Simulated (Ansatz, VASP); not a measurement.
# BRh3: VASP beside Ansatz

```
B Rh
1.0
     3.68720    0.00000    0.00000
     0.00000    3.68720    0.00000
     0.00000    0.00000    3.68720
B Rh
1 3
Cartesian
  0.0000 0.0000 0.0000
  0.0000 1.8436 1.8436
  1.8436 0.0000 1.8436
  1.8436 1.8436 0.0000
```

Change from the starting cell: species swapped into the NbIr3 type (Pm-3m, No. 221).

Alike in both runs: functional PBE; k mesh 6 × 6 × 6; occupations gaussian, width 0.1 eV; no spin polarisation.

Ansatz relaxed the structure, and its values are those at the end. VASP's run is a single point on that final structure, the one shown.

|  | VASP | Ansatz |
| --- | --- | --- |
| version | VASP 6.6.1 | Ansatz 0.2.0 |
| potentials or method | VASP PAW PBE potentials, release 64 (B, Rh_pv), cutoff 520 eV | scalar-relativistic, plane waves, PAW |
| valence electrons in the cell | 48 | 54 |

|  | VASP | Ansatz | Ansatz less VASP |
| --- | --- | --- | --- |
| gap on the k mesh at the Fermi level (eV) | none | none | - |
| pressure (GPa) | -0.2 | -0.3 | -0.01 |

A gap of «none» marks a metal or a gap that the smearing closes. VASP's potentials hold 48 valence electrons a cell and Ansatz's 54, so a difference there can come from the potentials and not from the codes.
